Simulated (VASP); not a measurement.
# AlRu (R-3m) in VASP: notebook, part 2 of 2

VASP 6.6.1. Earlier steps stand in the parts before.

## 5. Single point, PBE

This run uses another cell than the first one, of the same volume but with other edges.

INCAR reads:

```
SYSTEM = AlRu
ALGO = Fast
EDIFF = 1E-6
ENCUT = 520
GGA = PE
ISIF = 2
ISMEAR = 0
LASPH = .True.
LCHARG = .False.
LREAL = .False.
LWAVE = .False.
NBANDS = 16
NELM = 60
PREC = Accurate
SIGMA = 0.15
```

KPOINTS reads:

```
k-points
0
Gamma
  18 18 18
  0 0 0
```

POSCAR reads:

```
AlRu
1.0
    3.0740094695     -0.4729245338     -0.4729245338
   -0.4729245338      3.0740094695     -0.4729245338
   -0.4729245338     -0.4729245338      3.0740094695
Al Ru
1 1
Direct
    0.0000000000      0.0000000000      0.0000000000
    0.5000000000      0.5000000000      0.5000000000
```

Command:

```sh
$ cat potpaw_PBE.64/Al/POTCAR potpaw_PBE.64/Ru_pv/POTCAR > POTCAR
$ mpirun -np 1 vasp_std > vasp.out
```

It took 2.2 min on 1 thread of Intel Xeon 6975P-C, shared host; peak memory 0.34 GiB.

The run converged. Its results:

* Free energy: -7.4206 eV
* Pressure: 81.1 GPa

Stress tensor (GPa, compression positive):
```
 81.09 104.58 104.58
104.58  81.09 104.58
104.58 104.58  81.09
```

Levels at points of the mesh, in eV from the Fermi level:
```tsv
k point	band 7	band 8	band 9	band 10	band 11	band 12
(0.00, 0.00, 0.00)	-2.99	-0.70	-0.70	7.24	7.24	9.74
(0.50, 0.00, 0.00)	-2.70	-0.73	-0.47	2.09	6.32	9.24
(0.50, 0.50, 0.00)	-2.39	-1.79	0.83	3.36	3.75	7.66
(0.50, 0.50, 0.50)	0.53	0.53	1.96	2.68	2.68	6.87
```

## 6. Single point, PBE

This run uses another cell than the first one, of the same volume but with other edges.

INCAR reads:

```
PREC = Accurate
ENCUT = 520
EDIFF = 1E-7
ISMEAR = 0
SIGMA = 0.15
LREAL = F
LASPH = T
NELM = 80
ALGO = Fast
ISIF = 2
LWAVE = F
LCHARG = T
GGA = PE
LELF = T
LVHAR = T
NBANDS = 16
```

KPOINTS reads:

```
regular mesh
0
Gamma
  18 18 18
```

POSCAR reads:

```
AlRu
1.0
    3.0002272729     -0.1579066986     -0.1579066986
   -0.1579066986      3.0002272729     -0.1579066986
   -0.1579066986     -0.1579066986      3.0002272729
Al Ru
1 1
Direct
    0.0000000000      0.0000000000      0.0000000000
    0.5000000000      0.5000000000      0.5000000000
```

Potentials or basis: VASP PAW PBE potentials, release 64 (Al, Ru_pv).

Command:

```sh
$ cat potpaw_PBE.64/Al/POTCAR potpaw_PBE.64/Ru_pv/POTCAR > POTCAR
$ mpirun -np 1 vasp_std > vasp.out
```

OUTCAR:

```text
PREC = Accurate
   ENCUT = 520
   EDIFF = 1E-7
   ISMEAR = 0
   LREAL = F
   LASPH = T
   NELM = 80
   ISIF = 2
   GGA = PE

 ion  position               nearest neighbor table
   1  0.000  0.000  0.000-   2 2.32   2 2.32   2 2.69   2 2.69   2 2.69   2 2.69   2 2.69   2 2.69

   2  0.500  0.500  0.500-   1 2.32   1 2.32   1 2.69   1 2.69   1 2.69   1 2.69   1 2.69   1 2.69

  LATTYP: Found a trigonal (rhomboedric) cell.
 ALAT       =     3.0085266726
 COS(alpha) =    -0.1019283747

  Lattice vectors:
[... 194 lines left out ...]
      6       7.2084      2.00000
[... 433 lines left out ...]
      3     -30.9932      2.00000
      4       1.9915      2.00000
      5       7.3316      2.00000
      6       7.5324      2.00000
[... 8 lines left out ...]
     15      23.7205      0.00000
     16      26.0953      0.00000

 [... further k-points ...]
[... 5 lines left out ...]
  --------------------------------------------------------------------------------------
  -------------------------------------------------------------------------------------
  Total        1.4746432      1.4746432      1.4746432      3.2816835      3.2816835      3.2816835
  in kB       88.2443600     88.2443600     88.2443600    196.3797469    196.3797469    196.3797469
  external PRESSURE =      88.2443600 kB  Pullay stress =       0.0000000 kB

 VOLUME and BASIS-vectors are now :
 -----------------------------------------------------------------------------
  energy-cutoff  :      520.00
  volume of cell :       26.77
      direct lattice vectors                 reciprocal lattice vectors
     3.000227273 -0.157906699 -0.157906699     0.335268718  0.018626040  0.018626040
    -0.157906699  3.000227273 -0.157906699     0.018626040  0.335268718  0.018626040
    -0.157906699 -0.157906699  3.000227273     0.018626040  0.018626040  0.335268718

 POSITION                                       TOTAL-FORCE (eV/Angst)
 -----------------------------------------------------------------------------------
      0.00000      0.00000      0.00000        -0.000000     -0.000000      0.000000
      1.34221      1.34221      1.34221         0.000000      0.000000      0.000000
 -----------------------------------------------------------------------------------
    total drift:                                0.000000     -0.000000     -0.000000

  FREE ENERGIE OF THE ION-ELECTRON SYSTEM (eV)
  ---------------------------------------------------
  free  energy   TOTEN  =       -13.7832474783 eV

  energy  without entropy=      -13.7637697025  energy(sigma->0) =      -13.77350859
```

OSZICAR:

```text
N       E                     dE             d eps       ncg     rms          rms(c)
DAV:   1     0.116834256007E+03    0.11683E+03   -0.91585E+03 18952   0.986E+02
DAV:   2    -0.125269608534E+02   -0.12936E+03   -0.12340E+03 21976   0.293E+02
DAV:   3    -0.143712944980E+02   -0.18443E+01   -0.18383E+01 23952   0.368E+01
DAV:   4    -0.143847370392E+02   -0.13443E-01   -0.13424E-01 23144   0.329E+00
DAV:   5    -0.143849310579E+02   -0.19402E-03   -0.19372E-03 22568   0.382E-01    0.122E+01
RMM:   6    -0.138616441466E+02    0.52329E+00   -0.17836E+00 18944   0.104E+01    0.249E+00
RMM:   7    -0.137968303315E+02    0.64814E-01   -0.12262E-01 19669   0.285E+00    0.216E+00
RMM:   8    -0.137833828364E+02    0.13447E-01   -0.15359E-02 20717   0.102E+00    0.210E-01
RMM:   9    -0.137832619601E+02    0.12088E-03   -0.13348E-03 21482   0.331E-01    0.123E-01
RMM:  10    -0.137832461531E+02    0.15807E-04   -0.19049E-04 22148   0.134E-01    0.418E-02
RMM:  11    -0.137832484209E+02   -0.22678E-05   -0.59512E-05 22358   0.758E-02    0.242E-02
RMM:  12    -0.137832477504E+02    0.67048E-06   -0.16258E-05 22988   0.384E-02    0.124E-02
RMM:  13    -0.137832481469E+02   -0.39649E-06   -0.31989E-06 23130   0.176E-02    0.992E-03
RMM:  14    -0.137832471944E+02    0.95253E-06   -0.16119E-06 21628   0.122E-02    0.137E-02
RMM:  15    -0.137832474973E+02   -0.30286E-06   -0.25970E-07 18346   0.532E-03    0.224E-03
RMM:  16    -0.137832474783E+02    0.18922E-07   -0.59357E-08 13416   0.245E-03
   1 F= -.13783247E+02 E0= -.13773509E+02  d E =-.194778E-01
```

stdout:

```text
POSCAR found type information on POSCAR AlRu
 POSCAR found :  2 types and       2 ions
 scaLAPACK will be used
 LDA part: xc-table for (Slater+PW92), standard interpolation
 POSCAR, INCAR and KPOINTS ok, starting setup
 FFT: planning ... GRIDC
 FFT: planning ... GRID_SOFT
 FFT: planning ... GRID
 WAVECAR not read
 entering main loop
WARNING in EDDRMM: call to ZHEGV failed, returncode =   8  4     14
```

It took 2.2 min on 1 thread of Intel Xeon 6975P-C, shared host; peak memory 0.34 GiB.

What came out:

```yaml
Free_energy: -13.7832 eV
Pressure: 8.8 GPa
```

## 7. Overview

```csv
cell,further INCAR settings,gap on the mesh (eV),pressure (GPa)
"a = 3.264 Å, angles 109.5°, 2 atoms",ALGO = Fast; EDIFF = 1e-06; NBANDS = 16,none,168.4
"a = 3.064 Å, angles 101.4°, 2 atoms",ALGO = Fast; EDIFF = 1e-06; NBANDS = 16,none,33.4
"a = 3.076 Å, angles 75.7°, 2 atoms",ALGO = Fast; EDIFF = 1e-07; NBANDS = 16,none,16.9
"a = 3.146 Å, angles 105.7°, 2 atoms",ALGO = Fast; EDIFF = 1e-06; NBANDS = 16,none,81.1
"a = 3.009 Å, angles 95.9°, 2 atoms",ALGO = Fast; EDIFF = 1e-07; NBANDS = 16,none,8.8
```

Alike in all rows: task single point; level PBE; potentials or basis VASP PAW PBE potentials, release 64 (Al, Ru_pv); no spin polarisation; k mesh 18 × 18 × 18; cutoff (eV) 520; smearing gaussian 0.15 eV.

Total energies depend on the potentials used, so only differences within one code and one set of settings carry meaning.
